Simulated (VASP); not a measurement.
Crystal: InPd.

```
In Pd
1.0
     3.27188    0.00000    0.00000
     0.00000    3.27188    0.00000
     0.00000    0.00000    3.27188
In Pd
1 1
Direct
  0.00000 0.00000 0.00000
  0.50000 0.50000 0.50000
```

| Property | Result |
| --- | --- |
| Program | VASP 6.6.1 |
| Task | relaxation of cell and atoms |
| Functional | LDA |
| Potentials or basis | VASP PAW LDA potentials, release 64 (In_d, Pd) |
| Cutoff | 600 eV |
| k mesh | 14 × 14 × 14 |
| Occupations | gaussian, width 0.1 eV |
| Spin | no spin polarisation |

At the start: pressure -6.6 GPa; volume 17.51 Å³/atom.

Q: How do energy, volume and symmetry change on relaxing?

A: Over 11 steps the energy falls by 18.4 meV/atom and the volume is 16.66 Å³/atom (-4.9 %); space group Pm-3m (No. 221, to 0.1 Å) before and after.

The path:
```tsv
step	energy change (eV)	largest force (eV/Å)	pressure (GPa)	volume (Å³)
1	0.0000	0.0000	-6.56	35.03
2	0.0159	0.0000	9.87	31.52
3	-0.0368	0.0000	0.09	33.35
4	-0.0367	0.0000	-0.30	33.38
5	-0.0367	0.0000	-0.26	33.38
6	-0.0368	0.0000	-0.16	33.36
7	-0.0368	0.0000	-0.16	33.36
8	-0.0368	0.0000	-0.16	33.36
9	-0.0368	0.0000	-0.14	33.35
10	-0.0368	0.0000	-0.07	33.34
11	-0.0368	0.0000	-0.02	33.33
```

Final structure:
```
In Pd
1.0
     3.21806    0.00000    0.00000
     0.00000    3.21806    0.00000
     0.00000    0.00000    3.21806
In Pd
1 1
Direct
  0.00000 0.00000 0.00000
  0.50000 0.50000 0.50000
```
